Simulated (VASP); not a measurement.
# CdSe (P6_3mc) in VASP: notebook

The runs below take CdSe through single point, relaxation of the atoms, with PBE.

Program: VASP 6.6.1. These are calculated values, not measurements. Logs are shortened: lines on timing, memory, paths and dates and some standing lists are left out, and cuts for length are marked.

### 1 The cell of the first run

Symmetry: P6_3mc, No. 186, hexagonal system. The conventional cell has a = 4.300 Å, b = 4.300 Å, c = 7.020 Å, α = 90.00°, β = 90.00°, γ = 120.00°. Cd (site symmetry 3m) has 4 Se at 2.63 Å within 3.5 Å. Se (site symmetry 3m) has 4 Cd at 2.63 Å within 3.5 Å.

### 2 Single point, PBE

The input, INCAR:

```
SYSTEM = CdSe
PREC = Accurate
ENCUT = 520
EDIFF = 1E-7
ISMEAR = -1
SIGMA = 0.05
LREAL = .False.
LASPH = .True.
NELM = 80
ALGO = Normal
ISIF = 2
LWAVE = .False.
LCHARG = .False.
GGA = PE
NBANDS = 26
```

The input, KPOINTS:

```
regular mesh
0
Gamma
  12 12 4
  0 0 0
```

The input, POSCAR:

```
CdSe
1.0
    4.2999998636      0.0000000000      0.0000000000
   -2.1499999318      3.7239091181      0.0000000000
    0.0000000000      0.0000000000      7.0200000000
Cd Se
2 2
Direct
    0.3333333333      0.6666666667      0.0048633430
    0.6666666667      0.3333333333      0.5048633430
    0.3333333333      0.6666666667      0.3801366570
    0.6666666667      0.3333333333      0.8801366570
```

Potentials or basis: VASP PAW PBE potentials, release 64 (Cd, Se).

Started as:

```bash
$ cat potpaw_PBE.64/Cd/POTCAR potpaw_PBE.64/Se/POTCAR > POTCAR
$ mpirun -np 1 vasp_std > vasp.out
```

OUTCAR:

```text
SYSTEM = CdSe
   PREC = Accurate
   ENCUT = 520
   EDIFF = 1E-7
   ISMEAR = -1
   LREAL = .False.
   LASPH = .True.
   NELM = 80
   ISIF = 2
   GGA = PE

 ion  position               nearest neighbor table
   1  0.333  0.667  0.005-   4 2.63   4 2.63   4 2.63   3 2.63
   2  0.667  0.333  0.505-   3 2.63   3 2.63   3 2.63   4 2.63
   3  0.333  0.667  0.380-   2 2.63   2 2.63   2 2.63   1 2.63
   4  0.667  0.333  0.880-   1 2.63   1 2.63   1 2.63   2 2.63

  LATTYP: Found a hexagonal cell.
 ALAT       =     4.2999998636
 C/A-ratio  =     1.6325581913

  Lattice vectors:

 A1 = (   4.2999998636,   0.0000000000,   0.0000000000)
 A2 = (  -2.1499999318,   3.7239091181,   0.0000000000)
 A3 = (   0.0000000000,   0.0000000000,   7.0200000000)

Analysis of symmetry for initial positions (statically):
=====================================================================
 Subroutine PRICEL returns:
 Original cell was already a primitive cell.

 Routine SETGRP: Setting up the symmetry group for a
 hexagonal supercell.

 Subroutine GETGRP returns: Found 12 space group operations
 (whereof  6 operations were pure point group operations)
 out of a pool of 24 trial point group operations.

The static configuration has the point symmetry C_3v.
 The point group associated with its full space group is C_6v.

Analysis of symmetry for dynamics (positions and initial velocities):
=====================================================================
 Subroutine PRICEL returns:
 Original cell was already a primitive cell.

 Routine SETGRP: Setting up the symmetry group for a
 hexagonal supercell.

 Subroutine GETGRP returns: Found 12 space group operations
 (whereof  6 operations were pure point group operations)
 out of a pool of 24 trial point group operations.

The dynamic configuration has the point symmetry C_3v.
 The point group associated with its full space group is C_6v.

 Subroutine INISYM returns: Found 12 space group operations
 (whereof  6 operations are pure point group operations),
 and found     1 'primitive' translations

----------------------------------------------------------------------------------------

                                     Primitive cell

  volume of cell :     112.4099

  direct lattice vectors                    reciprocal lattice vectors
     4.299999864  0.000000000  0.000000000     0.232558147  0.134267509  0.000000000
    -2.149999932  3.723909118  0.000000000     0.000000000  0.268535017  0.000000000
     0.000000000  0.000000000  7.020000000     0.000000000  0.000000000  0.142450142

  length of vectors
     4.299999864  4.299999864  7.020000000     0.268535017  0.268535017  0.142450142

  position of ions in fractional coordinates (direct lattice)
     0.333333333  0.666666667  0.004863343
     0.666666667  0.333333333  0.504863343
     0.333333333  0.666666667  0.380136657
     0.666666667  0.333333333  0.880136657

  ion indices of the primitive-cell ions
   primitive index   ion index
                 1           1
                 2           2
                 3           3
                 4           4

----------------------------------------------------------------------------------------

 KPOINTS: regular mesh

Automatic generation of k-mesh.
 Grid dimensions read from file:
 generate k-points for:   12   12    4

 Generating k-lattice:

  Cartesian coordinates                     Fractional coordinates (reciprocal lattice)
     0.019379846  0.011188959  0.000000000     0.083333333  0.000000000  0.000000000
     0.000000000  0.022377918  0.000000000     0.000000000  0.083333333  0.000000000
     0.000000000  0.000000000  0.035612536     0.000000000  0.000000000  0.250000000

  Length of vectors
     0.022377918  0.022377918  0.035612536

  Shift w.r.t. Gamma in fractional coordinates (k-lattice)
     0.000000000  0.000000000  0.000000000

 Subroutine IBZKPT returns following result:
 ===========================================

 Found     57 irreducible k-points:

 Following reciprocal coordinates:
            Coordinates               Weight
  0.000000  0.000000  0.000000      1.000000
  0.083333 -0.000000  0.000000      6.000000
  0.166667  0.000000  0.000000      6.000000
  0.250000  0.000000  0.000000      6.000000
  0.333333 -0.000000  0.000000      6.000000
  0.416667 -0.000000  0.000000      6.000000
[... 16 lines left out ...]
  0.250000  0.000000  0.250000     12.000000
  0.333333 -0.000000  0.250000     12.000000
 [... further k-points ...]
   k-points           NKPTS =     57   k-points in BZ     NKDIM =     57   number of bands    NBANDS=     26
   number of dos      NEDOS =    301   number of ions     NIONS =      4
   total plane-waves  NPLWV =  55296
   dimension x,y,z NGX =    32 NGY =   32 NGZ =   54
   dimension x,y,z NGXF=    64 NGYF=   64 NGZF=  108
   ions per type =               2   2
   NGX,Y,Z   is equivalent  to a cutoff of  12.37, 12.37, 12.79 a.u.
   NGXF,Y,Z  is equivalent  to a cutoff of  24.74, 24.74, 25.58 a.u.
 SYSTEM =  CdSe
   PREC   = accura    normal or accurate (medium, high low for compatibility)
   ISTART =      0    job   : 0-new  1-cont  2-samecut
   ICHARG =      2    charge: 1-file 2-atom 10-const
   ISPIN  =      1    spin polarized calculation?
   LNONCOLLINEAR =      F non collinear calculations
   LSORBIT =      F    spin-orbit coupling
   LASPH  =      T    aspherical Exc in radial PAW
   ENCUT  =  520.0 eV  38.22 Ry    6.18 a.u.   8.00  8.00 13.05*2*pi/ulx,y,z
   NELM   =     80;   NELMIN=  2; NELMDL= -5     # of ELM steps
   EDIFF  = 0.1E-06   stopping-criterion for ELM
   LREAL  =      F    real-space projection
   EDIFFG = 0.1E-05   stopping-criterion for IOM
   NSW    =      0    number of steps for IOM
   IBRION =     -1    ionic relax: 0-MD 1-quasi-New 2-CG
   NFREE  =      0    steps in history (QN), initial steepest desc. (CG)
   ISIF   =      2    stress and relaxation
   ISYM   =      2    0-nonsym 1-usesym 2-fastsym
   POTIM  = 0.5000    time-step for ionic-motion
   TEBEG  =    0.0;   TEEND  =   0.0 temperature during run
   PSTRESS=    0.0 pullay stress
   NELECT =      36.0000    total number of electrons
   NUPDOWN=      -1.0000    fix difference up-down
   EMIN   =  10.00;   EMAX   =-10.00  energy-range for DOS
   EFERMI =   0.00;   METHOD = LEGACY
   ISMEAR =    -1;   SIGMA  =   0.05  broadening in eV -4-tet -1-fermi 0-gaus
   EFERMI_NEDOS =   21; number of points for ismear=-14 and -15
   IALGO  =     38    algorithm
   IMIX   =      4    mixing-type and parameters
     AMIX     =   0.40;   BMIX     =  1.00
     AMIX_MAG =   1.60;   BMIX_MAG =  1.00
  volume/ion in A,a.u.               =      28.10       189.64
  Fermi-wavevector in a.u.,A,eV,Ry     =   1.120059  2.116604 17.068938  1.254532
  Thomas-Fermi vector in A             =   2.256702
   LORBIT       =      0    0 simple, 1 ext, 2 COOP (PROOUT), +10 PAW based schemes
   GGA     = PE    functional components
   LHFCALC =     F    Hartree Fock is set to
   AEXX    =    0.0000 exact exchange contribution
   IVDW    =     0    specifies the selected vdW correction
   LEPSILON=     F    determine dielectric tensor
   LRPA    =     F    only Hartree local field effects (RPA)
 non-spin polarized calculation
  energy-cutoff  :      520.00
  volume of cell :      112.41
 maximum number of plane-waves:      3046
 NGX is ok and might be reduce to    32
   NGX = 15   NGY = 15   NGZ = 27

 number of electron      35.9999992 magnetization

 Free energy of the ion-electron system (eV)
  ---------------------------------------------------
  ext. energy  EPLUGINS =         0.00000000
  ---------------------------------------------------
  free energy    TOTEN  =       -10.92630579 eV

  energy without entropy =      -10.92629645  energy(sigma->0) =      -10.92630112

 E-fermi :   1.3345     XC(G=0):  -8.8842

 val. band max:        0.9545132736   @ k =   0.0000   0.0000   0.0000
 cond. band min:       1.6211021188   @ k =   0.0000   0.0000   0.0000
 fundamental gap:      0.6665888452
 Fermi energy:         1.3345223378

 k-point     1 :       0.0000    0.0000    0.0000
  band No.  band energies     occupation
      1     -11.6530      2.00000
      2     -11.2745      2.00000
      3      -6.9795      2.00000
      4      -6.9701      2.00000
      5      -6.9701      2.00000
      6      -6.9015      2.00000
[... 18 lines left out ...]
     25       7.9801      0.00000
     26       8.6734      0.00000

 k-point     2 :       0.0833   -0.0000    0.0000
  band No.  band energies     occupation
      1     -11.6312      2.00000
      2     -11.2644      2.00000
      3      -6.9730      2.00000
      4      -6.9621      2.00000
      5      -6.9536      2.00000
      6      -6.8922      2.00000
[... 18 lines left out ...]
     25       8.1473      0.00000
     26       8.5364      0.00000

 k-point     3 :       0.1667    0.0000    0.0000
  band No.  band energies     occupation
      1     -11.5702      2.00000
      2     -11.2376      2.00000
      3      -6.9532      2.00000
      4      -6.9415      2.00000
      5      -6.9065      2.00000
      6      -6.8629      2.00000
[... 18 lines left out ...]
     25       8.2293      0.00000
     26       8.6090      0.00000

 k-point     4 :       0.2500    0.0000    0.0000
  band No.  band energies     occupation
      1     -11.4833      2.00000
      2     -11.2038      2.00000
      3      -6.9290      2.00000
      4      -6.9167      2.00000
      5      -6.8424      2.00000
      6      -6.8199      2.00000
[... 18 lines left out ...]
     25       8.3994      0.00000
     26       8.9218      0.00000
[... 496 lines left out ...]
      1     -11.5204      2.00000
      2     -11.2846      2.00000
      3      -6.9365      2.00000
      4      -6.9313      2.00000
      5      -6.8898      2.00000
      6      -6.8742      2.00000
[... 18 lines left out ...]
     25       8.2791      0.00000
     26       8.3014      0.00000

 k-point    23 :       0.2500    0.0000    0.2500
  band No.  band energies     occupation
      1     -11.4404      2.00000
      2     -11.2423      2.00000
      3      -6.9166      2.00000
      4      -6.9033      2.00000
      5      -6.8521      2.00000
      6      -6.8347      2.00000
[... 18 lines left out ...]
     25       8.3623      0.00000
     26       8.9252      0.00000

 k-point    24 :       0.3333   -0.0000    0.2500
  band No.  band energies     occupation
      1     -11.3557      2.00000
      2     -11.2037      2.00000
      3      -6.9018      2.00000
      4      -6.8794      2.00000
      5      -6.8191      2.00000
      6      -6.7964      2.00000
[... 18 lines left out ...]
     25       8.4875      0.00000
     26       9.5926      0.00000

 [... further k-points ...]
[... 5 lines left out ...]
  --------------------------------------------------------------------------------------
  -------------------------------------------------------------------------------------
  Total        2.2451650      2.2451650      2.3232411      0.0000000      0.0000000      0.0000000
  in kB       32.0003129     32.0003129     33.1131309      0.0000000      0.0000000      0.0000000
  external PRESSURE =      32.3712522 kB  Pullay stress =       0.0000000 kB

 VOLUME and BASIS-vectors are now :
 -----------------------------------------------------------------------------
  energy-cutoff  :      520.00
  volume of cell :      112.41
      direct lattice vectors                 reciprocal lattice vectors
     4.299999864  0.000000000  0.000000000     0.232558147  0.134267509  0.000000000
    -2.149999932  3.723909118  0.000000000     0.000000000  0.268535017  0.000000000
     0.000000000  0.000000000  7.020000000     0.000000000  0.000000000  0.142450142

 POSITION                                       TOTAL-FORCE (eV/Angst)
 -----------------------------------------------------------------------------------
     -0.00000      2.48261      0.03414         0.000000     -0.000000     -0.008606
      2.15000      1.24130      3.54414        -0.000000      0.000000     -0.008606
     -0.00000      2.48261      2.66856         0.000000     -0.000000      0.008606
      2.15000      1.24130      6.17856        -0.000000      0.000000      0.008606
 -----------------------------------------------------------------------------------
    total drift:                               -0.000000     -0.000000      0.000146

  FREE ENERGIE OF THE ION-ELECTRON SYSTEM (eV)
  ---------------------------------------------------
  free  energy   TOTEN  =       -10.9263057866 eV

  energy  without entropy=      -10.9262964540  energy(sigma->0) =      -10.92630112
```

Wall time 2.8 min (1 thread of Intel Xeon 8259CL, shared host); peak memory 0.32 GiB.

Results:

```
Free energy            : -10.9263 eV
Pressure               : 3.2 GPa
Largest force          : 0.009 eV/Å
Band gap on the k mesh : 0.67 eV
```

Forces on the atoms (eV/Å):
```
Cd   0.000  0.000 -0.009
Cd   0.000  0.000 -0.009
Se   0.000  0.000  0.009
Se   0.000  0.000  0.009
```

Levels at points of the mesh, in eV from the valence-band top:
```tsv
k point	band 14	band 15	band 16	band 17	band 18	band 19	band 20	band 21	band 22	band 23
(0.00, 0.00, 0.00)	-0.77	-0.77	-0.05	0.00	0.00	0.67	2.21	5.86	5.86	6.14
(0.50, 0.00, 0.00)	-3.65	-2.67	-1.86	-1.35	-0.76	3.22	3.33	4.76	6.14	6.45
(0.00, 0.00, 0.50)	-2.67	-0.40	-0.40	-0.40	-0.40	2.38	2.38	5.86	5.86	6.26
(0.50, 0.00, 0.50)	-4.22	-1.37	-1.37	-1.35	-1.35	2.93	2.93	4.85	4.85	7.74
```

Caveat: the cell stands under pressure.

### 3 Relaxation of the atoms, PBE

The input, INCAR:

```
SYSTEM = CdSe
ALGO = Normal
EDIFF = 1E-6
EDIFFG = -0.01
ENCUT = 520
GGA = PE
IBRION = 2
ISIF = 2
ISMEAR = -1
KPAR = 4
LASPH = .True.
LCHARG = .False.
LREAL = .False.
LWAVE = .False.
NELM = 80
NSW = 80
PREC = Accurate
SIGMA = 0.05
```

The input, KPOINTS:

```
k-points
0
Gamma
  12 12 4
  0 0 0
```

The input, POSCAR:

```
CdSe
1.0
    4.3000000000      0.0000000000      0.0000000000
   -2.1500000000      3.7239090000      0.0000000000
    0.0000000000      0.0000000000      7.0200000000
Cd Se
2 2
Direct
    0.3333333333      0.6666666667      0.0000000000
    0.6666666667      0.3333333333      0.5000000000
    0.3333333333      0.6666666667      0.3850000000
    0.6666666667      0.3333333333      0.8850000000
```

Potentials or basis: VASP PAW PBE potentials, release 64 (Cd, Se).

Started as:

```bash
$ cat potpaw_PBE.64/Cd/POTCAR potpaw_PBE.64/Se/POTCAR > POTCAR
$ mpirun -np 4 vasp_std > vasp.out
```

It took 48 s on 4 MPI ranks of AMD EPYC 7R13 (Zen 3), shared host; peak memory 0.3 GiB.

The run converged. Its results:

| Quantity | Value |
| --- | --- |
| Free energy | -10.9263 eV |
| Energy gained by relaxing | 5.1 meV/atom |
| Ionic steps | 3 |
| Pressure after relaxing | 3.2 GPa |
| Largest force after relaxing | 0.006 eV/Å |
| Band gap on the k mesh | 0.67 eV |

Forces in eV/Å, atoms in the order of the input:
```
Cd   0.000  0.000 -0.006
Cd   0.000  0.000 -0.006
Se   0.000  0.000  0.006
Se   0.000  0.000  0.006
```

Stress tensor (GPa, compression positive):
```
3.21 0.00 0.00
0.00 3.21 0.00
0.00 0.00 3.30
```

The path:
```
step  energy change (eV)  largest force (eV/Å)  pressure (GPa)
   1              0.0000                0.2909            3.33
   2             -0.0132                0.1782            3.28
   3             -0.0203                0.0058            3.24
```

Final structure:
```
Cd Se
1.0
     4.30000    0.00000    0.00000
    -2.15000    3.72391    0.00000
     0.00000    0.00000    7.02000
Cd Se
2 2
Direct
  0.33333 0.66667 0.00482
  0.66667 0.33333 0.50482
  0.33333 0.66667 0.38018
  0.66667 0.33333 0.88018
```

Levels at points of the mesh, in eV from the valence-band top:
```csv
k point,band 16,band 17,band 18,band 19,band 20,band 21
"(0.00, 0.00, 0.00)",-0.05,0.00,0.00,0.67,2.21,5.86
"(0.50, 0.00, 0.00)",-1.86,-1.34,-0.76,3.22,3.33,4.76
"(0.00, 0.00, 0.50)",-0.40,-0.40,-0.40,2.38,2.38,5.86
"(0.50, 0.00, 0.50)",-1.37,-1.35,-1.35,2.93,2.93,4.85
```
